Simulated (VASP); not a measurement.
The system is WF2.

```xyz
3
Lattice="0.0000 2.6797 2.6797 2.6797 0.0000 2.6797 2.6797 2.6797 0.0000" Properties=species:S:1:pos:R:3 pbc="T T T"
W     0.0000    0.0000    0.0000
F     1.3399    1.3399    1.3399
F     4.0196    4.0196    4.0196
```

Base run:

| Item | Value |
| --- | --- |
| Program | VASP 6.6.1 |
| Functional | PBE |
| Potentials or basis | VASP PAW PBE potentials, release 64 (W_sv, F) |
| Cutoff | 520 eV |
| k mesh | 10 × 10 × 10 |
| Occupations | gaussian, width 0.02 eV |
| Spin | collinear spin, ferromagnetic start |
| Starting moments | [2.5, 0.0, 0.0] μB |
| Hubbard terms | W d U = 6.2 eV |

Its results: pressure 19.5 GPa.

The run is repeated on the same cell with these changes: spin from collinear spin, ferromagnetic start to no spin polarisation; further incar settings from ALGO = Normal; EDIFF = 1e-06; NBANDS = 25 to ALGO = Normal; EDIFF = 1e-06; NBANDS = 21. What comes out?

Pressure 0.2 GPa.

Caveats: U without spin polarisation on a metal has little footing (some runs).
